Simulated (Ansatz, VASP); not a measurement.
Two plane-wave programs on SiC

File POSCAR:

```
SiC
1.0
    0.0000000000      2.1781449855      2.1781449855
    2.1781449855      0.0000000000      2.1781449855
    2.1781449855      2.1781449855      0.0000000000
Si C
1 1
Direct
    0.0000000000      0.0000000000      0.0000000000
    0.7844329696      0.7844329696      0.6668714579
```

File INCAR.step1:

```
SYSTEM = SiC
ALGO     = Normal         ! electronic algorithm
EDIFF    = 1E-4           ! SCF threshold, eV
ENCUT    = 520            ! plane-wave cutoff, eV
GGA      = PE             ! functional
ISMEAR   = 0              ! smearing method
LASPH    = .True.         ! aspherical terms in the spheres
LCHARG   = .False.        ! write CHGCAR
LREAL    = .False.        ! projectors in reciprocal space
LWAVE    = .True.         ! write WAVECAR
NBANDS   = 11             ! bands
NELM     = 60             ! most SCF steps
PREC     = Accurate       ! precision mode
SIGMA    = 0.05           ! smearing width, eV
```

File INCAR.step2:

```
SYSTEM = SiC
ALGO     = Normal         ! electronic algorithm
EDIFF    = 1E-6           ! SCF threshold, eV
ENCUT    = 520            ! plane-wave cutoff, eV
ISIF     = 2              ! what is computed and relaxed
ISMEAR   = 0              ! smearing method
ISTART   = 1            
LASPH    = .True.         ! aspherical terms in the spheres
LCHARG   = .False.        ! write CHGCAR
LMIXTAU  = .True.       
LREAL    = .False.        ! projectors in reciprocal space
LWAVE    = .False.        ! write WAVECAR
METAGGA  = R2SCAN         ! meta-GGA
NBANDS   = 11             ! bands
NELM     = 60             ! most SCF steps
PREC     = Accurate       ! precision mode
SIGMA    = 0.05           ! smearing width, eV
```

File KPOINTS:

```
k-points
0
Gamma
  10 10 10
  0 0 0
```

Input for Ansatz:

```yaml
crystal:
  lattice:
    - [0.0, 2.1781449855, 2.1781449855]
    - [2.1781449855, 0.0, 2.1781449855]
    - [2.1781449855, 2.1781449855, 0.0]
  atoms:
    - { symbol: Si, position: [0.0, 0.0, 0.0] }
    - { symbol: C, position: [0.7844329696, 0.7844329696, 0.6668714579] }
basis:
  ecutwfc: 500
kpoints:
  mp_grid: { grid: [10, 10, 10] }
hamiltonian:
  xc: r2scan
scf:
  occupations: { method: gaussian, width: 0.05 }
output:
  forces: true
  stress: true
  eigenvalues: true
```

Alike in both runs: task single point; functional r2SCAN; k mesh 10 × 10 × 10; occupations gaussian, width 0.05 eV; no spin polarisation.

```csv
,VASP,Ansatz
version,VASP 6.6.1,Ansatz 0.2.0
potentials or method,"VASP PAW PBE potentials, release 64 (Si, C), cutoff 520 eV","scalar-relativistic, plane waves, PAW"
valence electrons in the cell,8,8
```

```csv
,VASP,Ansatz,Ansatz less VASP
gap on the k mesh at the Fermi level (eV),0.97,0.96,-0.009
least direct gap on the mesh (eV),4.62,4.61,-0.013
pressure (GPa),7.2,7.4,+0.26
"traceless stress, the component that is largest in VASP (GPa)",13.84,13.96,+0.123
rms of the force components (eV/Å),3.566,3.580,+0.0134
```

VASP's potentials were made for PBE, not for r2SCAN. Atom by atom the forces differ by 0.013 eV/Å (rms over components).
